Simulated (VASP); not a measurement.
# BeTe (F-43m) in VASP: elastic constants with PBEsol

Aim: the elastic constants of BeTe with PBEsol.

Everything below comes from runs of VASP 6.6.1. Logs are shortened: lines on timing, memory, paths and dates and some standing lists are left out, and cuts for length are marked.

### 1 The cell of the first run

Symmetry: F-43m, No. 216, cubic system. The conventional cell has a = 5.606 Å, b = 5.606 Å, c = 5.606 Å, α = 90.00°, β = 90.00°, γ = 90.00°. Within 3.2 Å of Be (site symmetry -43m) lie 4 Te at 2.43 Å. Within 3.2 Å of Te (site symmetry -43m) lie 4 Be at 2.43 Å.

### 2 Elastic constants, PBEsol

File INCAR:

```
PREC = Accurate
ENCUT = 600
EDIFF = 1E-8
ISMEAR = 0
SIGMA = 0.01
LREAL = F
LASPH = T
NELM = 80
ALGO = Normal
ISIF = 3
LWAVE = F
LCHARG = F
GGA = PS
IBRION = 6
NFREE = 2
POTIM = 0.015
NSW = 1
```

File KPOINTS:

```
regular mesh
0
Gamma
  8 8 8
```

File POSCAR:

```
BeTe
1.0
    0.0000000000      2.8027741266      2.8027741266
    2.8027741266      0.0000000000      2.8027741266
    2.8027741266      2.8027741266      0.0000000000
Be Te
1 1
Direct
    0.0000000000      0.0000000000      0.0000000000
    0.7500000000      0.7500000000      0.7500000000
```

Potentials or basis: VASP PAW PBE potentials, release 64 (Be, Te).

Started as:

```console
cat potpaw_PBE.64/Be/POTCAR potpaw_PBE.64/Te/POTCAR > POTCAR
mpirun -np 1 vasp_std > vasp.out
```

OUTCAR:

```text
PREC = Accurate
   ENCUT = 600
   EDIFF = 1E-8
   ISMEAR = 0
   LREAL = F
   LASPH = T
   NELM = 80
   ISIF = 3
   GGA = PS
   IBRION = 6
   NFREE = 2
   POTIM = 0.015
   NSW = 1

 ion  position               nearest neighbor table
   1  0.000  0.000  0.000-   2 2.43   2 2.43   2 2.43   2 2.43
   2  0.750  0.750  0.750-   1 2.43   1 2.43   1 2.43   1 2.43

  LATTYP: Found a face centered cubic cell.
 ALAT       =     5.6055482532

  Lattice vectors:

 A1 = (   0.0000000000,   2.8027741266,   2.8027741266)
 A2 = (   2.8027741266,   0.0000000000,   2.8027741266)
 A3 = (   2.8027741266,   2.8027741266,   0.0000000000)

Analysis of symmetry for initial positions (statically):
=====================================================================
 Subroutine PRICEL returns:
 Original cell was already a primitive cell.

 Routine SETGRP: Setting up the symmetry group for a
 face centered cubic supercell.

 Subroutine GETGRP returns: Found 24 space group operations
 (whereof 24 operations were pure point group operations)
 out of a pool of 48 trial point group operations.

The static configuration has the point symmetry T_d .

Analysis of symmetry for dynamics (positions and initial velocities):
=====================================================================
 Subroutine PRICEL returns:
 Original cell was already a primitive cell.

 Routine SETGRP: Setting up the symmetry group for a
 face centered cubic supercell.

 Subroutine GETGRP returns: Found 24 space group operations
 (whereof 24 operations were pure point group operations)
 out of a pool of 48 trial point group operations.

The dynamic configuration has the point symmetry T_d .

 Subroutine INISYM returns: Found 24 space group operations
 (whereof 24 operations are pure point group operations),
 and found     1 'primitive' translations

----------------------------------------------------------------------------------------

                                     Primitive cell

  volume of cell :      44.0346

  direct lattice vectors                    reciprocal lattice vectors
     0.000000000  2.802774127  2.802774127    -0.178394682  0.178394682  0.178394682
     2.802774127  0.000000000  2.802774127     0.178394682 -0.178394682  0.178394682
     2.802774127  2.802774127  0.000000000     0.178394682  0.178394682 -0.178394682

  length of vectors
     3.963721182  3.963721182  3.963721182     0.308988654  0.308988654  0.308988654

  position of ions in fractional coordinates (direct lattice)
     0.000000000  0.000000000  0.000000000
     0.750000000  0.750000000  0.750000000

  ion indices of the primitive-cell ions
   primitive index   ion index
                 1           1
                 2           2

----------------------------------------------------------------------------------------

 KPOINTS: regular mesh

Automatic generation of k-mesh.
 Grid dimensions read from file:
 generate k-points for:    8    8    8

 Generating k-lattice:

  Cartesian coordinates                     Fractional coordinates (reciprocal lattice)
    -0.022299335  0.022299335  0.022299335     0.125000000  0.000000000  0.000000000
     0.022299335 -0.022299335  0.022299335     0.000000000  0.125000000  0.000000000
     0.022299335  0.022299335 -0.022299335     0.000000000  0.000000000  0.125000000

  Length of vectors
     0.038623582  0.038623582  0.038623582

  Shift w.r.t. Gamma in fractional coordinates (k-lattice)
     0.000000000  0.000000000  0.000000000

 Subroutine IBZKPT returns following result:
 ===========================================

 Found     29 irreducible k-points:

 Following reciprocal coordinates:
            Coordinates               Weight
  0.000000  0.000000  0.000000      1.000000
  0.125000  0.000000  0.000000      8.000000
  0.250000  0.000000  0.000000      8.000000
  0.375000  0.000000  0.000000      8.000000
  0.500000  0.000000  0.000000      4.000000
[... 45 lines left out ...]
   ISYM   =      2    0-nonsym 1-usesym 2-fastsym
   POTIM  = 0.0150    time-step for ionic-motion
   TEBEG  =    0.0;   TEEND  =   0.0 temperature during run
   PSTRESS=    0.0 pullay stress
   NELECT =       8.0000    total number of electrons
   NUPDOWN=      -1.0000    fix difference up-down
   EMIN   =  10.00;   EMAX   =-10.00  energy-range for DOS
   EFERMI =   0.00;   METHOD = LEGACY
   ISMEAR =     0;   SIGMA  =   0.01  broadening in eV -4-tet -1-fermi 0-gaus
   EFERMI_NEDOS =   21; number of points for ismear=-14 and -15
   IALGO  =     38    algorithm
   IMIX   =      4    mixing-type and parameters
     AMIX     =   0.40;   BMIX     =  1.00
     AMIX_MAG =   1.60;   BMIX_MAG =  1.00
  volume/ion in A,a.u.               =      22.02       148.58
  Fermi-wavevector in a.u.,A,eV,Ry     =   0.927200  1.752154 11.696925  0.859700
  Thomas-Fermi vector in A             =   2.053244
   LORBIT       =      0    0 simple, 1 ext, 2 COOP (PROOUT), +10 PAW based schemes
   GGA     = PS    functional components
   LHFCALC =     F    Hartree Fock is set to
   AEXX    =    0.0000 exact exchange contribution
   IVDW    =     0    specifies the selected vdW correction
   LEPSILON=     F    determine dielectric tensor
   LRPA    =     F    only Hartree local field effects (RPA)
 finite differences with symmetry
 non-spin polarized calculation
 Gauss-broadening in eV      SIGMA  =   0.01
  energy-cutoff  :      600.00
  volume of cell :       44.03
 maximum number of plane-waves:      1480
   NGX = 15   NGY = 15   NGZ = 15

--------------------------------------- Ionic step        1  -------------------------------------------

 number of electron       8.0000000 magnetization

 Free energy of the ion-electron system (eV)
  ---------------------------------------------------
  ext. energy  EPLUGINS =         0.00000000
  ---------------------------------------------------
  free energy    TOTEN  =        -8.21587661 eV

  energy without entropy =       -8.21587661  energy(sigma->0) =       -8.21587661

------------------------ aborting loop because EDIFF is reached ----------------------------------------

  FORCE on cell =-STRESS in cart. coord.  units (eV):
  Direction    XX          YY          ZZ          XY          YZ          ZX
  --------------------------------------------------------------------------------------
  -------------------------------------------------------------------------------------
  Total        0.0611078      0.0611078      0.0611078      0.0000000     -0.0000000     -0.0000000
  in kB        2.2233769      2.2233769      2.2233769      0.0000000     -0.0000000     -0.0000000
  external PRESSURE =       2.2233769 kB  Pullay stress =       0.0000000 kB
[... 89 lines left out ...]
  FREE ENERGIE OF THE ION-ELECTRON SYSTEM (eV)
  ---------------------------------------------------
  free  energy   TOTEN  =        -8.2118134031 eV

  energy  without entropy=       -8.2118134031  energy(sigma->0) =       -8.21181340

[... ionic steps 4 to 14 ...]

--------------------------------------- Ionic step       15  -------------------------------------------

 number of electron       8.0000000 magnetization

------------------------ aborting loop because EDIFF is reached ----------------------------------------
[... 67 lines left out ...]
--------------------------------------- Ionic step       17  -------------------------------------------

 number of electron       8.0000000 magnetization

 Free energy of the ion-electron system (eV)
  ---------------------------------------------------
  ext. energy  EPLUGINS =         0.00000000
  ---------------------------------------------------
  free energy    TOTEN  =        -8.21509530 eV

  energy without entropy =       -8.21509530  energy(sigma->0) =       -8.21509530

 E-fermi :   5.2579     XC(G=0):  -9.2572

 val. band max:        5.2074499980   @ k =   0.0000   0.0000   0.0000
 cond. band min:       6.9804966037   @ k =   0.0000   0.5000   0.5000
 fundamental gap:      1.7730466057
 Fermi energy:         5.2579416589

 k-point     1 :       0.0000    0.0000    0.0000
  band No.  band energies     occupation
      1      -7.2644      2.00000
      2       5.1160      2.00000
      3       5.1627      2.00000
      4       5.2074      2.00000
      5       8.7203      0.00000
      6       8.7487      0.00000
      7       8.7800      0.00000
      8       8.9968      0.00000
[... 243 lines left out ...]
 k-point    24 :      -0.3750    0.2500    0.1250
  band No.  band energies     occupation
      1      -5.6334      2.00000
      2      -0.0551      2.00000
      3       2.2018      2.00000
      4       3.1852      2.00000
      5       9.2821      0.00000
      6       9.5121      0.00000
      7      11.8728      0.00000
      8      12.9204      0.00000

 [... further k-points ...]
[... 5 lines left out ...]
  --------------------------------------------------------------------------------------
  -------------------------------------------------------------------------------------
  Total        0.0617215      0.0632927      0.0632927      0.0000000     -0.0767582      0.0000000
  in kB        2.2457037      2.3028719      2.3028719      0.0000000     -2.7928089      0.0000000
  external PRESSURE =       2.2838159 kB  Pullay stress =       0.0000000 kB
[... 17 lines left out ...]
  FREE ENERGIE OF THE ION-ELECTRON SYSTEM (eV)
  ---------------------------------------------------
  free  energy   TOTEN  =        -8.2150952966 eV

  energy  without entropy=       -8.2150952966  energy(sigma->0) =       -8.21509530

 INTERNAL STRAIN TENSORS FROM STRAINED CELLS
 ============================================

 INTERNAL STRAIN TENSOR FOR ION    1 for displacements in x,y,z  (eV/Angst):
          X           Y           Z          XY          YZ          ZX
  --------------------------------------------------------------------------------
  x     0.00000     0.00000    -0.00000     0.00000    -5.10792     0.00000
  y     0.00000     0.00000    -0.00000    -0.00000     0.00000    -5.10789
  z     0.00000     0.00000    -0.00000    -5.10783     0.00000     0.00000

 INTERNAL STRAIN TENSORS FROM DISPLACED ATOMS
 ============================================

 INTERNAL STRAIN TENSOR FOR ION    1 for displacements in x,y,z  (eV/Angst):
          X           Y           Z          XY          YZ          ZX
  --------------------------------------------------------------------------------
  x     0.00000    -0.00000    -0.00000     0.00000    -5.11084     0.00000
  y    -0.00000     0.00000    -0.00000     0.00000     0.00000    -5.11084
  z    -0.00000    -0.00000     0.00000    -5.11084     0.00000     0.00000

 INTERNAL STRAIN TENSOR FOR ION    2 for displacements in x,y,z  (eV/Angst):
          X           Y           Z          XY          YZ          ZX
  --------------------------------------------------------------------------------
  x    -0.00000     0.00000     0.00000     0.00000     5.10796     0.00000
  y     0.00000    -0.00000     0.00000     0.00000     0.00000     5.10796
  z     0.00000     0.00000    -0.00000     5.10796     0.00000     0.00000

 Eigenvectors and eigenvalues of the dynamical matrix
 ----------------------------------------------------

   1 f  =   14.200446 THz    89.224034 2PiTHz  473.675897 cm-1    58.728300 meV
             X         Y         Z           dx          dy          dz
      0.000000  0.000000  0.000000     0.000000    0.966452    0.000000
      4.204161  4.204161  4.204161     0.000000   -0.256849    0.000000
[... 21 lines left out ...]
   6 f/i=    0.000098 THz     0.000615 2PiTHz    0.003267 cm-1     0.000405 meV
             X         Y         Z           dx          dy          dz
      0.000000  0.000000  0.000000     0.000000    0.000000   -0.256849
      4.204161  4.204161  4.204161     0.000000    0.000000   -0.966452

--------------------------------------------------------------------------------------------------------

 ELASTIC MODULI CONTR FROM IONIC RELAXATION (kBar)
 Direction    XX          YY          ZZ          XY          YZ          ZX
 --------------------------------------------------------------------------------
 XX          -0.0000      0.0000      0.0000     -0.0000      0.0000     -0.0000
 YY           0.0000     -0.0000      0.0000     -0.0000     -0.0000      0.0000
 ZZ           0.0000      0.0000     -0.0000      0.0000     -0.0000     -0.0000
 XY          -0.0000     -0.0000      0.0000   -136.7529      0.0000      0.0000
 YZ           0.0000     -0.0000     -0.0000      0.0000   -136.7529     -0.0000
 ZX          -0.0000      0.0000     -0.0000      0.0000     -0.0000   -136.7529
 --------------------------------------------------------------------------------

 TOTAL ELASTIC MODULI (kBar)
 Direction    XX          YY          ZZ          XY          YZ          ZX
 --------------------------------------------------------------------------------
 XX        1006.5836    411.0355    411.0355     -0.0000      0.0000     -0.0000
 YY         411.0355   1006.5836    411.0355      0.0000     -0.0000     -0.0000
 ZZ         411.0355    411.0355   1006.5836      0.0000     -0.0000     -0.0000
 XY          -0.0000      0.0000      0.0000    506.0776      0.0000      0.0000
 YZ           0.0000     -0.0000     -0.0000      0.0000    506.0776     -0.0000
 ZX          -0.0000     -0.0000     -0.0000      0.0000     -0.0000    506.0776
 --------------------------------------------------------------------------------
```

Run time: 2.5 min. Hardware: 1 thread of Intel Xeon 6975P-C (Granite Rapids), shared host; peak memory 0.29 GiB.

What came out:

```yaml
Elastic_constants_C11_C12_C44: 101, 41, 51 GPa
Voigt_bulk_modulus: 61 GPa
Highest_phonon_frequency_at_Γ_LO-TO_splitting_left_out: 474 cm⁻¹
```

Phonon frequencies in cm⁻¹ (negative: imaginary):
| q point | frequencies |
| --- | --- |
| (0.000, 0.000, 0.000) | 0 0 0 474 474 474 |

Elastic tensor in Voigt notation (GPa, in the Cartesian axes of the cell as first typed):
```
101  41  41   0   0   0
 41 101  41   0   0   0
 41  41 101   0   0   0
  0   0   0  51   0   0
  0   0   0   0  51   0
  0   0   0   0   0  51
```

Clamped-ion elastic tensor (GPa):
```
101  41  41   0   0   0
 41 101  41   0   0   0
 41  41 101   0   0   0
  0   0   0  64   0   0
  0   0   0   0  64   0
  0   0   0   0   0  64
```

Caveat: the PAW data sets were made with another functional, which shifts forces and pressure a little; spin-orbit coupling is left out, which moves the levels of the heavy elements.
